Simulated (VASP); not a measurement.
# Ca (I4/mmm) in VASP: a series of runs, part 2 of 2

VASP 6.6.1. Earlier steps stand in the parts before.

## (3) Single point, PBE (strain -0.0200 x Voigt [1, 0, 0, 0, 0, 0])

File INCAR:

```
SYSTEM = Ca
  PREC = Accurate
  ENCUT = 520
  EDIFF = 1E-6
  ISMEAR = 0
  SIGMA = 0.15
  LREAL = .FALSE.
  LASPH = .TRUE.
  NELM = 60
  ALGO = Normal
  ISIF = 2
  LWAVE = .FALSE.
  LCHARG = .TRUE.
  GGA = PE
  LELF = .TRUE.
  LVHAR = .TRUE.
  NBANDS = 11
```

File KPOINTS:

```
Automatic mesh
0
G
  14 14 14
  0 0 0
```

File POSCAR:

```
Ca
1.0
    0.0000000000      2.7942000000      2.7942000000
    2.7383160000      0.0000000000      2.7942000000
    2.7383160000      2.7942000000      0.0000000000
Ca
1
Direct
    0.0000000000      0.0000000000      0.0000000000
```

Potentials or basis: VASP PAW PBE potentials, release 64 (Ca_sv).

Command:

```sh
cat potpaw_PBE.64/Ca_sv/POTCAR > POTCAR
mpirun -np 1 vasp_std > vasp.out
```

OUTCAR:

```text
SYSTEM = Ca
   PREC = Accurate
   ENCUT = 520
   EDIFF = 1E-6
   ISMEAR = 0
   LREAL = .FALSE.
   LASPH = .TRUE.
   NELM = 60
   ISIF = 2
   GGA = PE

 ion  position               nearest neighbor table
   1  0.000  0.000  0.000-

  LATTYP: Found a body centered tetragonal cell.
 ALAT       =     3.9515955360
 C/A-ratio  =     1.3859292911

  Lattice vectors:

 A1 = (  -2.7383160000,   0.0000000000,  -2.7942000000)
 A2 = (  -2.7383160000,   0.0000000000,   2.7942000000)
 A3 = (   2.7383160000,   2.7942000000,   0.0000000000)

Analysis of symmetry for initial positions (statically):
=====================================================================
 Subroutine PRICEL returns:
 Original cell was already a primitive cell.

 Routine SETGRP: Setting up the symmetry group for a
 body centered tetragonal supercell.

 Subroutine GETGRP returns: Found 16 space group operations
 (whereof 16 operations were pure point group operations)
 out of a pool of 16 trial point group operations.

The static configuration has the point symmetry D_4h.

Analysis of symmetry for dynamics (positions and initial velocities):
=====================================================================
[... 163 lines left out ...]
 fundamental gap:      0.0065355829
 Fermi energy:         1.9061668055

 k-point     1 :       0.0000    0.0000    0.0000
  band No.  band energies     occupation
      1     -40.1393      2.00000
      2     -21.0584      2.00000
      3     -21.0584      2.00000
      4     -21.0568      2.00000
      5      -2.0942      2.00000
      6       4.1996      0.00000
      7       4.1996      0.00000
      8       4.2873      0.00000
      9       5.2227      0.00000
     10       5.3359      0.00000
     11      10.9729      0.00000
[... 309 lines left out ...]
 k-point    24 :       0.2857    0.1429    0.0000
  band No.  band energies     occupation
      1     -40.1318      2.00000
      2     -21.1230      2.00000
      3     -21.0754      2.00000
      4     -21.0745      2.00000
      5      -0.9029      2.00000
      6       3.2801      0.00000
      7       4.1690      0.00000
      8       4.5610      0.00000
      9       4.9649      0.00000
     10       5.5850      0.00000
     11       9.5463      0.00000

 [... further k-points ...]
[... 5 lines left out ...]
  --------------------------------------------------------------------------------------
  -------------------------------------------------------------------------------------
  Total       -0.0369583     -0.0741270     -0.0741270      0.0000000      0.0000000     -0.0000000
  in kB       -1.3848236     -2.7775286     -2.7775286      0.0000000      0.0000000     -0.0000000
  external PRESSURE =      -2.3132936 kB  Pullay stress =       0.0000000 kB

 VOLUME and BASIS-vectors are now :
 -----------------------------------------------------------------------------
  energy-cutoff  :      520.00
  volume of cell :       42.76
      direct lattice vectors                 reciprocal lattice vectors
     0.000000000  2.794200000  2.794200000    -0.182593974  0.178942094  0.178942094
     2.738316000  0.000000000  2.794200000     0.182593974 -0.178942094  0.178942094
     2.738316000  2.794200000  0.000000000     0.182593974  0.178942094 -0.178942094

 POSITION                                       TOTAL-FORCE (eV/Angst)
 -----------------------------------------------------------------------------------
      0.00000      0.00000      0.00000         0.000000      0.000000     -0.000000
 -----------------------------------------------------------------------------------
    total drift:                               -0.000000     -0.000000     -0.000000

  FREE ENERGIE OF THE ION-ELECTRON SYSTEM (eV)
  ---------------------------------------------------
  free  energy   TOTEN  =        -1.9369603609 eV

  energy  without entropy=       -1.9221468270  energy(sigma->0) =       -1.92955359
```

It took 69 s on 1 thread of AMD EPYC 9R45 (Zen 5), shared host; peak memory 0.21 GiB.

What came out:

```yaml
Free_energy: -1.9370 eV
Pressure: -0.2 GPa
Band_gap_on_the_k_mesh: zero (band 5 reaches 2.07 eV, above the bottom of band 6 at 1.74 eV)
```

Caveat: the cell differs from its parent crystal (strain -0.0200 x Voigt [1, 0, 0, 0, 0, 0]).

## (4) Single point, PBE (strain -0.0100 x Voigt [1, 0, 0, 0, 0, 0])

File INCAR:

```
SYSTEM = Ca
PREC = Accurate ; ENCUT = 520
EDIFF = 1E-6 ; ISMEAR = 0
SIGMA = 0.15 ; LREAL = .False.
LASPH = .True. ; NELM = 80
ALGO = Normal ; ISIF = 2
LWAVE = .False. ; LCHARG = .False.
GGA = PE ; NBANDS = 11
```

File KPOINTS:

```
Automatic mesh
0
Gamma
  14 14 14
  0 0 0
```

File POSCAR:

```
Ca
1.0
    0.0000000000      2.7942000000      2.7942000000
    2.7662580000      0.0000000000      2.7942000000
    2.7662580000      2.7942000000      0.0000000000
Ca
1
Direct
    0.0000000000      0.0000000000      0.0000000000
```

Command:

```sh
cat potpaw_PBE.64/Ca_sv/POTCAR > POTCAR
mpirun -np 1 vasp_std > vasp.out
```

Wall time 73 s (1 thread of AMD EPYC 9R45 (Zen 5), shared host); peak memory 0.22 GiB.

Results (log left out):

```
Free energy            : -1.9364 eV
Pressure               : -0.4 GPa
Band gap on the k mesh : zero (band 5 reaches 2.04 eV, above the bottom of band 6 at 1.69 eV)
```

Levels at points of the mesh, in eV from the Fermi level:
```csv
k point,band 1,band 2,band 3,band 4,band 5,band 6,band 7,band 8,band 9,band 10
"(0.00, 0.00, 0.00)",-42.07,-22.99,-22.99,-22.99,-3.98,2.29,2.29,2.34,3.32,3.38
"(0.50, 0.00, 0.00)",-42.06,-23.12,-23.01,-23.01,-0.97,-0.18,2.17,2.22,4.00,4.03
"(0.50, 0.50, 0.00)",-42.05,-23.11,-23.04,-23.03,-0.44,0.60,0.90,4.01,4.17,4.21
"(0.00, 0.50, 0.50)",-42.05,-23.11,-23.04,-23.04,-0.41,0.58,0.99,4.01,4.19,4.19
```

Caveat: the cell differs from its parent crystal (strain -0.0100 x Voigt [1, 0, 0, 0, 0, 0]).

## (5) Single point, PBE (strain +0.0100 x Voigt [1, 0, 0, 0, 0, 0])

File INCAR:

```
SYSTEM = Ca
ALGO = Normal
EDIFF = 1E-6
ENCUT = 520
GGA = PE
ISIF = 2
ISMEAR = 0
LASPH = .True.
LCHARG = .True.
LELF = .True.
LREAL = .False.
LVHAR = .True.
LWAVE = .False.
NBANDS = 11
NELM = 60
PREC = Accurate
SIGMA = 0.15
```

File KPOINTS:

```
k-points
0
Gamma
  14 14 14
  0 0 0
```

File POSCAR:

```
Ca
1.0
    0.0000000000      2.7942000000      2.7942000000
    2.8221420000      0.0000000000      2.7942000000
    2.8221420000      2.7942000000      0.0000000000
Ca
1
Direct
    0.0000000000      0.0000000000      0.0000000000
```

Command:

```sh
cat potpaw_PBE.64/Ca_sv/POTCAR > POTCAR
mpirun -np 1 vasp_std > vasp.out
```

It took 68 s on 1 thread of AMD EPYC 9R45 (Zen 5), shared host; peak memory 0.22 GiB.

Results (log left out):

* Free energy: -1.9336 eV
* Pressure: -0.7 GPa
* Band gap on the k mesh: zero (band 5 reaches 1.97 eV, above the bottom of band 6 at 1.60 eV)

Stress tensor (GPa, compression positive):
```
-0.76  0.00  0.00
 0.00 -0.68  0.00
 0.00  0.00 -0.68
```

Levels at points of the mesh, in eV from the Fermi level:
```tsv
k point	band 1	band 2	band 3	band 4	band 5	band 6	band 7	band 8	band 9	band 10
(0.00, 0.00, 0.00)	-42.12	-23.04	-23.04	-23.04	-3.95	2.25	2.29	2.29	3.27	3.32
(0.50, 0.00, 0.00)	-42.11	-23.16	-23.06	-23.05	-0.97	-0.19	2.15	2.20	3.94	3.96
(0.50, 0.50, 0.00)	-42.10	-23.15	-23.08	-23.08	-0.40	0.59	0.92	3.94	4.10	4.14
(0.00, 0.50, 0.50)	-42.10	-23.15	-23.08	-23.08	-0.43	0.61	0.83	3.94	4.12	4.12
```

Caveat: the cell differs from its parent crystal (strain +0.0100 x Voigt [1, 0, 0, 0, 0, 0]).

## (6) The runs side by side

```csv
cell,gap on the mesh (eV),pressure (GPa)
"a = 3.952, b = 3.893, c = 3.893 Å, angles 61.0, 59.5, 59.5°, 1 atom",none,-0.1
"a = 3.952, b = 3.912, c = 3.912 Å, angles 60.7, 59.7, 59.7°, 1 atom",none,-0.2
"a = 3.952, b = 3.932, c = 3.932 Å, angles 60.3, 59.8, 59.8°, 1 atom",none,-0.4
"a = 3.952, b = 3.971, c = 3.971 Å, angles 59.7, 60.2, 60.2°, 1 atom",none,-0.7
```

Alike in all rows: task single point; level PBE; potentials or basis VASP PAW PBE potentials, release 64 (Ca_sv); no spin polarisation; k mesh 14 × 14 × 14; cutoff (eV) 520; smearing gaussian 0.15 eV.

Absolute energies hang on the potentials; compare differences alone.
